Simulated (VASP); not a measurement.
# W (Im-3m) in VASP: notebook, part 2 of 2

VASP 6.6.1. Earlier steps stand in the parts before.

## Step 3: Single point, r2SCAN

This run uses another cell than the first one, of 15.93 Å³/atom.

POSCAR reads:

```
W
1.0
   -1.5849475238      1.5849475238      1.5849475238
    1.5849475238     -1.5849475238      1.5849475238
    1.5849475238      1.5849475238     -1.5849475238
W
1
Direct
    0.0000000000      0.0000000000      0.0000000000
```

INCAR.step1 reads:

```
SYSTEM = W
PREC = Accurate ; ENCUT = 520
ISMEAR = 0 ; SIGMA = 0.1
LREAL = .False. ; LASPH = .True.
NELM = 60 ; NBANDS = 13
GGA = PE ; ALGO = Normal
EDIFF = 1E-4 ; LWAVE = .True.
LCHARG = .False.
```

INCAR.step2 reads:

```
SYSTEM = W
PREC = Accurate ; ENCUT = 520
EDIFF = 1E-6 ; ISMEAR = 0
SIGMA = 0.1 ; LREAL = .False.
LASPH = .True. ; NELM = 60
ALGO = Normal ; ISIF = 2
LWAVE = .False. ; LCHARG = .False.
METAGGA = R2SCAN ; LMIXTAU = .True.
NBANDS = 13 ; ISTART = 1
```

KPOINTS reads:

```
regular mesh
0
Gamma
  8 8 8
  0 0 0
```

Potentials or basis: VASP PAW PBE potentials, release 64 (W_sv).

Run with:

```console
cat potpaw_PBE.64/W_sv/POTCAR > POTCAR
cp INCAR.step1 INCAR
mpirun -np 1 vasp_std > vasp.out
cp INCAR.step2 INCAR
mpirun -np 1 vasp_std > vasp.out
```

OUTCAR:

```text
SYSTEM = W
   PREC = Accurate
   ENCUT = 520
   EDIFF = 1E-6
   ISMEAR = 0
   LREAL = .False.
   LASPH = .True.
   NELM = 60
   ISIF = 2
   METAGGA = R2SCAN
   ISTART = 1

 ion  position               nearest neighbor table
   1  0.000  0.000  0.000-

  LATTYP: Found a body centered cubic cell.
 ALAT       =     3.1698950476

  Lattice vectors:

 A1 = (  -1.5849475238,   1.5849475238,   1.5849475238)
 A2 = (   1.5849475238,  -1.5849475238,   1.5849475238)
 A3 = (   1.5849475238,   1.5849475238,  -1.5849475238)

Analysis of symmetry for initial positions (statically):
=====================================================================
 Subroutine PRICEL returns:
 Original cell was already a primitive cell.

 Routine SETGRP: Setting up the symmetry group for a
 body centered cubic supercell.

 Subroutine GETGRP returns: Found 48 space group operations
 (whereof 48 operations were pure point group operations)
 out of a pool of 48 trial point group operations.

The static configuration has the point symmetry O_h .

Analysis of symmetry for dynamics (positions and initial velocities):
=====================================================================
 Subroutine PRICEL returns:
 Original cell was already a primitive cell.

 Routine SETGRP: Setting up the symmetry group for a
 body centered cubic supercell.

 Subroutine GETGRP returns: Found 48 space group operations
 (whereof 48 operations were pure point group operations)
 out of a pool of 48 trial point group operations.

The dynamic configuration has the point symmetry O_h .

 Subroutine INISYM returns: Found 48 space group operations
 (whereof 48 operations are pure point group operations),
 and found     1 'primitive' translations

[... 113 lines left out ...]
  volume/ion in A,a.u.               =      15.93       107.47
  Fermi-wavevector in a.u.,A,eV,Ry     =   1.568252  2.963567 33.462380  2.459416
  Thomas-Fermi vector in A             =   2.670311
   LORBIT       =      0    0 simple, 1 ext, 2 COOP (PROOUT), +10 PAW based schemes
   METAGGA = R2SCAN    functional components
   LHFCALC =     F    Hartree Fock is set to
   AEXX    =    0.0000 exact exchange contribution
   IVDW    =     0    specifies the selected vdW correction
   LEPSILON=     F    determine dielectric tensor
   LRPA    =     F    only Hartree local field effects (RPA)
 non-spin polarized calculation
 Gauss-broadening in eV      SIGMA  =   0.10
  energy-cutoff  :      520.00
  volume of cell :       15.93
 maximum number of plane-waves:       439
   NGX = 11   NGY = 11   NGZ = 11

 number of electron      14.0000003 magnetization

 Free energy of the ion-electron system (eV)
  ---------------------------------------------------
  ext. energy  EPLUGINS =         0.00000000
  ---------------------------------------------------
  free energy    TOTEN  =       -51.35770962 eV

  energy without entropy =      -51.35770957  energy(sigma->0) =      -51.35770960

 E-fermi :  11.0308     XC(G=0): -14.9264

 val. band max:       10.6966345066   @ k =   0.1250   0.0000   0.0000
 cond. band min:      11.3763839145   @ k =  -0.2500   0.2500   0.1250
 fundamental gap:      0.6797494079
 Fermi energy:        11.0308139214

 k-point     1 :       0.0000    0.0000    0.0000
  band No.  band energies     occupation
      1     -64.8885      2.00000
      2     -27.7559      2.00000
      3     -27.7559      2.00000
      4     -27.7559      2.00000
      5       1.1207      2.00000
      6       9.9491      2.00000
      7       9.9491      2.00000
      8       9.9491      2.00000
      9      13.7878      0.00000
     10      13.7878      0.00000
     11      26.4681      0.00000
     12      26.4681      0.00000
     13      26.4681      0.00000
[... 354 lines left out ...]
  band No.  band energies     occupation
      1     -64.7045      2.00000
      2     -28.7659      2.00000
      3     -28.3850      2.00000
      4     -28.2602      2.00000
      5       6.5080      2.00000
      6       7.3268      2.00000
      7      10.6456      2.00000
      8      11.5116      0.00000
      9      15.0613      0.00000
     10      15.8701      0.00000
     11      25.4937      0.00000
     12      27.9942      0.00000
     13      29.2749      0.00000

 [... further k-points ...]

------------------------ aborting loop because EDIFF is reached ----------------------------------------

  FORCE on cell =-STRESS in cart. coord.  units (eV):
  Direction    XX          YY          ZZ          XY          YZ          ZX
  --------------------------------------------------------------------------------------
  -------------------------------------------------------------------------------------
  Total        0.1091432      0.1091432      0.1091432      0.0000000     -0.0000000      0.0000000
  in kB       10.9800113     10.9800113     10.9800113      0.0000000     -0.0000000      0.0000000
  external PRESSURE =      10.9800113 kB  Pullay stress =       0.0000000 kB

 VOLUME and BASIS-vectors are now :
 -----------------------------------------------------------------------------
  energy-cutoff  :      520.00
  volume of cell :       15.93
      direct lattice vectors                 reciprocal lattice vectors
    -1.584947524  1.584947524  1.584947524     0.000000000  0.315467858  0.315467858
     1.584947524 -1.584947524  1.584947524     0.315467858  0.000000000  0.315467858
     1.584947524  1.584947524 -1.584947524     0.315467858  0.315467858  0.000000000

 POSITION                                       TOTAL-FORCE (eV/Angst)
 -----------------------------------------------------------------------------------
      0.00000      0.00000      0.00000         0.000000      0.000000      0.000000
 -----------------------------------------------------------------------------------
    total drift:                                0.000000     -0.000000      0.000000

  FREE ENERGIE OF THE ION-ELECTRON SYSTEM (eV)
  ---------------------------------------------------
  free  energy   TOTEN  =       -51.3577096162 eV

  energy  without entropy=      -51.3577095744  energy(sigma->0) =      -51.35770960
```

OSZICAR.step1:

```text
N       E                     dE             d eps       ncg     rms          rms(c)
DAV:   1     0.868977297585E+02    0.86898E+02   -0.76091E+03   754   0.123E+03
DAV:   2    -0.117354948784E+02   -0.98633E+02   -0.94147E+02   819   0.321E+02
DAV:   3    -0.135554087925E+02   -0.18199E+01   -0.18148E+01   819   0.415E+01
DAV:   4    -0.135624668438E+02   -0.70581E-02   -0.70577E-02   824   0.290E+00
DAV:   5    -0.135625255970E+02   -0.58753E-04   -0.58753E-04   849   0.248E-01    0.207E+01
DAV:   6    -0.130851778876E+02    0.47735E+00   -0.39933E-01   784   0.846E+00    0.835E+00
DAV:   7    -0.129563584119E+02    0.12882E+00   -0.21652E-01   829   0.595E+00    0.672E-01
DAV:   8    -0.129521101993E+02    0.42482E-02   -0.40651E-03   779   0.819E-01    0.836E-02
DAV:   9    -0.129521199920E+02   -0.97927E-05   -0.61511E-05   542   0.100E-01
   1 F= -.12952120E+02 E0= -.12952119E+02  d E =-.149448E-05
```

Wall time 45 s (1 thread of Intel Xeon 8259CL, shared host); peak memory 0.13 GiB.

What came out:

```
Free energy            : -51.3577 eV
Pressure               : 1.1 GPa
Band gap on the k mesh : zero (bands 7 and 8 overlap by 6.58 eV)
```

Caveat: the PAW data sets were made with another functional, which shifts forces and pressure a little; spin-orbit coupling is left out, which moves the levels of the heavy elements.

## Step 4: Single point, r2SCAN

This run uses another cell than the first one, of 15.91 Å³/atom.

POSCAR reads:

```
W
1.0
   -1.5844839935      1.5844839935      1.5844839935
    1.5844839935     -1.5844839935      1.5844839935
    1.5844839935      1.5844839935     -1.5844839935
W
1
Direct
    0.0000000000      0.0000000000      0.0000000000
```

INCAR.step1 reads:

```
PREC     = Accurate       # precision mode
ENCUT    = 520            # plane-wave cutoff, eV
ISMEAR   = 0              # smearing method
SIGMA    = 0.1            # smearing width, eV
LREAL    = F              # projectors in reciprocal space
LASPH    = T              # aspherical terms in the spheres
NELM     = 80             # most SCF steps
NBANDS   = 13             # bands
GGA      = PE             # functional
ALGO     = Normal         # electronic algorithm
EDIFF    = 1E-4           # SCF threshold, eV
LWAVE    = T              # write WAVECAR
LCHARG   = F              # write CHGCAR
```

INCAR.step2 reads:

```
PREC     = Accurate       # precision mode
ENCUT    = 520            # plane-wave cutoff, eV
EDIFF    = 1E-6           # SCF threshold, eV
ISMEAR   = 0              # smearing method
SIGMA    = 0.1            # smearing width, eV
LREAL    = F              # projectors in reciprocal space
LASPH    = T              # aspherical terms in the spheres
NELM     = 80             # most SCF steps
ALGO     = Normal         # electronic algorithm
ISIF     = 2              # what is computed and relaxed
LWAVE    = F              # write WAVECAR
LCHARG   = F              # write CHGCAR
METAGGA  = R2SCAN         # meta-GGA
LMIXTAU  = T            
NBANDS   = 13             # bands
ISTART   = 1
```

KPOINTS reads:

```
Automatic mesh
0
Gamma
  16 16 16
```

Run with:

```console
cat potpaw_PBE.64/W_sv/POTCAR > POTCAR
cp INCAR.step1 INCAR
mpirun -np 1 vasp_std > vasp.out
cp INCAR.step2 INCAR
mpirun -np 1 vasp_std > vasp.out
```

Run time: 2.4 min. Hardware: 1 thread of Intel Xeon 8259CL, shared host; peak memory 0.15 GiB.

The run converged. Its results:

```
Free energy            : -51.3552 eV
Pressure               : 1.1 GPa
Band gap on the k mesh : zero (bands 7 and 8 overlap by 6.58 eV)
```

Levels at points of the mesh, in eV from the Fermi level:
| k point | band 4 | band 5 | band 6 | band 7 | band 8 | band 9 | band 10 | band 11 |
| --- | --- | --- | --- | --- | --- | --- | --- | --- |
| (0.00, 0.00, 0.00) | -39.02 | -10.13 | -1.30 | -1.30 | -1.30 | 2.52 | 2.52 | 15.22 |
| (0.50, 0.00, 0.00) | -39.02 | -6.56 | -3.76 | 0.49 | 2.36 | 3.41 | 6.28 | 11.57 |
| (0.50, 0.50, 0.50) | -39.96 | -6.02 | -6.02 | 5.28 | 5.28 | 5.28 | 8.49 | 8.49 |

Caveat: the PAW data sets were made with another functional, which shifts forces and pressure a little; spin-orbit coupling is left out, which moves the levels of the heavy elements.

## Step 5: Overview

| cell | k mesh | gap on the mesh (eV) | pressure (GPa) |
| --- | --- | --- | --- |
| a = 2.773 Å, angles 109.5°, 1 atom | 8 × 8 × 8 | none | -8.1 |
| a = 2.745 Å, angles 109.5°, 1 atom | 8 × 8 × 8 | none | 1.1 |
| a = 2.744 Å, angles 109.5°, 1 atom | 16 × 16 × 16 | none | 1.1 |

Alike in all rows: task single point; level r2SCAN; potentials or basis VASP PAW PBE potentials, release 64 (W_sv); no spin polarisation; cutoff (eV) 520; smearing gaussian 0.1 eV.

Caveats: the PAW data sets were made with another functional, which shifts forces and pressure a little; spin-orbit coupling is left out, which moves the levels of the heavy elements; the cell stands under tension (at least some runs).

Absolute energies hang on the potentials; compare differences alone.
